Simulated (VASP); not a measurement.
# Ge3F2 (R-3m) in VASP: a series of runs

Ge3F2 is run at these levels: PBE; tasks: single point.

Everything below comes from runs of VASP 6.6.1. Logs are shortened: lines on timing, memory, paths and dates and some standing lists are left out, and cuts for length are marked.

## Step 1: The cell of the first run

It takes space group R-3m (No. 166, trigonal). Conventional cell: a = 3.865 Å, b = 3.865 Å, c = 23.566 Å, α = 90.00°, β = 90.00°, γ = 120.00°. Ge (site symmetry -3m) has 6 F at 2.36 Å within 3.1 Å. Ge (site symmetry 3m) has 3 Ge at 2.39 Å within 3.2 Å. Within 3.1 Å of F (site symmetry 3m) lie 3 Ge at 2.36 Å and 3 F at 2.71 Å.

## Step 2: Single point, PBE

The input, INCAR:

```
SYSTEM = Ge3F2
PREC     = Accurate       ! precision mode
ENCUT    = 520            ! plane-wave cutoff, eV
EDIFF    = 1E-6           ! SCF threshold, eV
ISMEAR   = 0              ! smearing method
SIGMA    = 0.1            ! smearing width, eV
LREAL    = .FALSE.        ! projectors in reciprocal space
LASPH    = .TRUE.         ! aspherical terms in the spheres
NELM     = 80             ! most SCF steps
ALGO     = Normal         ! electronic algorithm
ISIF     = 2              ! what is computed and relaxed
LWAVE    = .FALSE.        ! write WAVECAR
LCHARG   = .FALSE.        ! write CHGCAR
GGA      = PE             ! functional
NBANDS   = 36             ! bands
```

The input, KPOINTS:

```
Automatic mesh
0
G
  6 6 6
  0 0 0
```

The input, POSCAR:

```
Ge3F2
1.0
    1.9325312551      1.1157474404      7.8553510918
   -1.9325312551      1.1157474404      7.8553510918
    0.0000000000     -2.2314948807      7.8553510918
Ge F
3 2
Direct
    0.0000000000      0.0000000000      0.0000000000
    0.1845388465      0.1845388465      0.1845388465
    0.8154611535      0.8154611535      0.8154611535
    0.3659626796      0.3659626796      0.3659626796
    0.6340373204      0.6340373204      0.6340373204
```

Potentials or basis: VASP PAW PBE potentials, release 64 (Ge_d, F).

Run with:

```bash
> cat potpaw_PBE.64/Ge_d/POTCAR potpaw_PBE.64/F/POTCAR > POTCAR
> mpirun -np 1 vasp_std > vasp.out
```

OUTCAR:

```text
SYSTEM = Ge3F2
   PREC = Accurate
   ENCUT = 520
   EDIFF = 1E-6
   ISMEAR = 0
   LREAL = .FALSE.
   LASPH = .TRUE.
   NELM = 80
   ISIF = 2
   GGA = PE

 ion  position               nearest neighbor table
   1  0.000  0.000  0.000-   5 2.36   5 2.36   4 2.36   4 2.36   5 2.36   4 2.36
   2  0.185  0.185  0.185-   3 2.39   3 2.39   3 2.39
   3  0.815  0.815  0.815-   2 2.39   2 2.39   2 2.39
   4  0.366  0.366  0.366-   1 2.36   1 2.36   1 2.36
   5  0.634  0.634  0.634-   1 2.36   1 2.36   1 2.36

  LATTYP: Found a trigonal (rhomboedric) cell.
 ALAT       =     8.1661563895
 COS(alpha) =     0.8879923558

  Lattice vectors:

 A1 = (   1.9325312551,   1.1157474404,   7.8553510918)
 A2 = (  -1.9325312551,   1.1157474404,   7.8553510918)
 A3 = (   0.0000000000,  -2.2314948807,   7.8553510918)

Analysis of symmetry for initial positions (statically):
=====================================================================
 Subroutine PRICEL returns:
 Original cell was already a primitive cell.

 Routine SETGRP: Setting up the symmetry group for a
 trigonal (rhombohedral) supercell.

 Subroutine GETGRP returns: Found 12 space group operations
 (whereof 12 operations were pure point group operations)
 out of a pool of 12 trial point group operations.

The static configuration has the point symmetry D_3d.

Analysis of symmetry for dynamics (positions and initial velocities):
=====================================================================
 Subroutine PRICEL returns:
 Original cell was already a primitive cell.

 Routine SETGRP: Setting up the symmetry group for a
 trigonal (rhombohedral) supercell.

 Subroutine GETGRP returns: Found 12 space group operations
 (whereof 12 operations were pure point group operations)
 out of a pool of 12 trial point group operations.

The dynamic configuration has the point symmetry D_3d.

 Subroutine INISYM returns: Found 12 space group operations
 (whereof 12 operations are pure point group operations),
 and found     1 'primitive' translations

----------------------------------------------------------------------------------------

                                     Primitive cell

  volume of cell :     101.6270

  direct lattice vectors                    reciprocal lattice vectors
[... 80 lines left out ...]
   ions per type =               3   2
   NGX,Y,Z   is equivalent  to a cutoff of  13.03, 13.03, 13.03 a.u.
   NGXF,Y,Z  is equivalent  to a cutoff of  26.06, 26.06, 26.06 a.u.
 SYSTEM =  Ge3F2
   PREC   = accura    normal or accurate (medium, high low for compatibility)
   ISTART =      0    job   : 0-new  1-cont  2-samecut
   ICHARG =      2    charge: 1-file 2-atom 10-const
   ISPIN  =      1    spin polarized calculation?
   LNONCOLLINEAR =      F non collinear calculations
   LSORBIT =      F    spin-orbit coupling
   LASPH  =      T    aspherical Exc in radial PAW
   ENCUT  =  520.0 eV  38.22 Ry    6.18 a.u.  15.18 15.18 15.18*2*pi/ulx,y,z
   NELM   =     80;   NELMIN=  2; NELMDL= -5     # of ELM steps
   EDIFF  = 0.1E-05   stopping-criterion for ELM
   LREAL  =      F    real-space projection
[... 7 lines left out ...]
   TEBEG  =    0.0;   TEEND  =   0.0 temperature during run
   PSTRESS=    0.0 pullay stress
   NELECT =      56.0000    total number of electrons
   NUPDOWN=      -1.0000    fix difference up-down
   EMIN   =  10.00;   EMAX   =-10.00  energy-range for DOS
   EFERMI =   0.00;   METHOD = LEGACY
   ISMEAR =     0;   SIGMA  =   0.10  broadening in eV -4-tet -1-fermi 0-gaus
   EFERMI_NEDOS =   21; number of points for ismear=-14 and -15
   IALGO  =     38    algorithm
   IMIX   =      4    mixing-type and parameters
     AMIX     =   0.40;   BMIX     =  1.00
     AMIX_MAG =   1.60;   BMIX_MAG =  1.00
  volume/ion in A,a.u.               =      20.33       137.16
  Fermi-wavevector in a.u.,A,eV,Ry     =   1.342150  2.536296 24.509084  1.801367
  Thomas-Fermi vector in A             =   2.470327
   LORBIT       =      0    0 simple, 1 ext, 2 COOP (PROOUT), +10 PAW based schemes
   GGA     = PE    functional components
   LHFCALC =     F    Hartree Fock is set to
   AEXX    =    0.0000 exact exchange contribution
   IVDW    =     0    specifies the selected vdW correction
   LEPSILON=     F    determine dielectric tensor
   LRPA    =     F    only Hartree local field effects (RPA)
 non-spin polarized calculation
 Gauss-broadening in eV      SIGMA  =   0.10
  energy-cutoff  :      520.00
  volume of cell :      101.63
 maximum number of plane-waves:      2751
 NGX is ok and might be reduce to    64
   NGX = 31   NGY = 31   NGZ = 31

 number of electron      56.0000022 magnetization

 Free energy of the ion-electron system (eV)
  ---------------------------------------------------
  ext. energy  EPLUGINS =         0.00000000
  ---------------------------------------------------
  free energy    TOTEN  =       -21.52331540 eV

  energy without entropy =      -21.52165057  energy(sigma->0) =      -21.52248298

 E-fermi :   2.7290     XC(G=0):  -9.1713

 val. band max:        2.6114240464   @ k =  -0.3333   0.3333   0.0000
 cond. band min:       2.8434170746   @ k =   0.5000   0.5000   0.5000
 fundamental gap:      0.2319930282
 Fermi energy:         2.7290496212

 k-point     1 :       0.0000    0.0000    0.0000
  band No.  band energies     occupation
      1     -23.0043      2.00000
      2     -22.9698      2.00000
      3     -22.9698      2.00000
      4     -22.9373      2.00000
      5     -22.9373      2.00000
      6     -21.6714      2.00000
[... 925 lines left out ...]
     35      10.0575      0.00000
     36      10.6764      0.00000

 [... further k-points ...]
[... 5 lines left out ...]
  --------------------------------------------------------------------------------------
  -------------------------------------------------------------------------------------
  Total        0.0572360      0.0572360      0.0637709      0.0000000      0.0000000      0.0000000
  in kB        0.9023401      0.9023401      1.0053659      0.0000000      0.0000000      0.0000000
  external PRESSURE =       0.9366820 kB  Pullay stress =       0.0000000 kB

 VOLUME and BASIS-vectors are now :
 -----------------------------------------------------------------------------
  energy-cutoff  :      520.00
  volume of cell :      101.63
      direct lattice vectors                 reciprocal lattice vectors
     1.932531255  1.115747440  7.855351092     0.258728028  0.149376696  0.042433919
    -1.932531255  1.115747440  7.855351092    -0.258728028  0.149376696  0.042433919
     0.000000000 -2.231494881  7.855351092     0.000000000 -0.298753393  0.042433919

 POSITION                                       TOTAL-FORCE (eV/Angst)
 -----------------------------------------------------------------------------------
      0.00000      0.00000      0.00000         0.000000      0.000000     -0.000000
      0.00000      0.00000      4.34885         0.000000     -0.000000     -0.007324
      0.00000      0.00000     19.21720         0.000000      0.000000      0.007324
      0.00000      0.00000      8.62430         0.000000      0.000000      0.027129
      0.00000      0.00000     14.94176         0.000000     -0.000000     -0.027129
 -----------------------------------------------------------------------------------
    total drift:                                0.000000      0.000000      0.000000

  FREE ENERGIE OF THE ION-ELECTRON SYSTEM (eV)
  ---------------------------------------------------
  free  energy   TOTEN  =       -21.5233153993 eV

  energy  without entropy=      -21.5216505686  energy(sigma->0) =      -21.52248298
```

stdout:

```text
POSCAR found type information on POSCAR GeF
 POSCAR found :  2 types and       5 ions
 scaLAPACK will be used
 LDA part: xc-table for (Slater+PW92), standard interpolation
 POSCAR, INCAR and KPOINTS ok, starting setup
 FFT: planning ... GRIDC
 FFT: planning ... GRID_SOFT
 FFT: planning ... GRID
 WAVECAR not read
 entering main loop
```

It took 6.2 min on 1 thread of Intel Xeon Platinum 8259CL at 2.50GHz (Skylake/Cascade Lake), shared host; peak memory 0.58 GiB.

What came out:

| Quantity | Value |
| --- | --- |
| Free energy | -21.5233 eV |
| Pressure | 0.1 GPa |
| Largest force | 0.027 eV/Å |
| Band gap on the k mesh | zero (bands 28 and 29 overlap by 0.24 eV) |

Forces in eV/Å, atoms in the order of the input:
```
Ge   0.000  0.000  0.000
Ge   0.000  0.000 -0.007
Ge   0.000  0.000  0.007
F    0.000  0.000  0.027
F    0.000  0.000 -0.027
```

## Step 3: Single point, PBE

This run uses another cell than the first one, of 15.10 Å³/atom.

The input, INCAR:

```
PREC = Accurate
ENCUT = 520
EDIFF = 1E-6
ISMEAR = 0
SIGMA = 0.1
LREAL = False
LASPH = True
NELM = 80
ALGO = Normal
ISIF = 2
LWAVE = False
LCHARG = False
GGA = PE
NBANDS = 36
```

The input, KPOINTS:

```
regular mesh
0
Gamma
  6 6 6
```

The input, POSCAR:

```
Ge3F2
1.0
    1.6753112363      0.9672413933      7.7659173914
   -1.6753112363      0.9672413933      7.7659173914
    0.0000000000     -1.9344827865      7.7659173914
Ge F
3 2
Direct
    0.0000000000      0.0000000000      0.0000000000
    0.2095000000      0.2095000000      0.2095000000
    0.7905000000      0.7905000000      0.7905000000
    0.4000000000      0.4000000000      0.4000000000
    0.6000000000      0.6000000000      0.6000000000
```

Potentials or basis: VASP PAW PBE potentials, release 64 (Ge_d, F).

Run with:

```bash
> cat potpaw_PBE.64/Ge_d/POTCAR potpaw_PBE.64/F/POTCAR > POTCAR
> mpirun -np 1 vasp_std > vasp.out
```

Wall time 4.9 min (1 thread of Intel Xeon Platinum 8259CL at 2.50GHz (Skylake/Cascade Lake), shared host); peak memory 0.48 GiB.

Results (log left out):

```
Free energy            : -18.9505 eV
Pressure               : 13.1 GPa
Largest force          : 1.194 eV/Å
Band gap on the k mesh : zero (bands 28 and 29 overlap by 3.72 eV)
```

Forces in eV/Å, atoms in the order of the input:
```
Ge   0.000  0.000  0.000
Ge   0.000  0.000 -1.194
Ge   0.000  0.000  1.194
F    0.000  0.000 -1.166
F    0.000  0.000  1.166
```

Stress tensor (GPa, compression positive):
```
11.13  0.00  0.00
 0.00 11.13  0.00
 0.00  0.00 17.12
```

Levels at points of the mesh, in eV from the Fermi level:
```tsv
k point	band 24	band 25	band 26	band 27	band 28	band 29	band 30	band 31	band 32	band 33
(0.00, 0.00, 0.00)	-6.19	-4.95	-4.81	0.33	0.88	3.64	3.64	4.10	4.10	6.20
(0.50, 0.00, 0.00)	-6.51	-5.29	-4.48	-1.82	-0.65	-0.39	1.49	2.06	3.15	3.61
(0.50, 0.50, 0.00)	-6.46	-6.26	-3.97	-2.12	-1.32	0.57	1.42	2.48	3.24	3.66
(0.50, 0.50, 0.50)	-6.19	-6.19	-2.84	-2.18	3.33	3.33	3.82	4.85	4.85	5.28
```

Caveat: the k points lie up to 0.36 Å⁻¹ apart, too coarse for converged energies and pressures of a metal; forces of over 1 eV/Å act on the atoms, so gaps and moduli don't describe the material at rest.
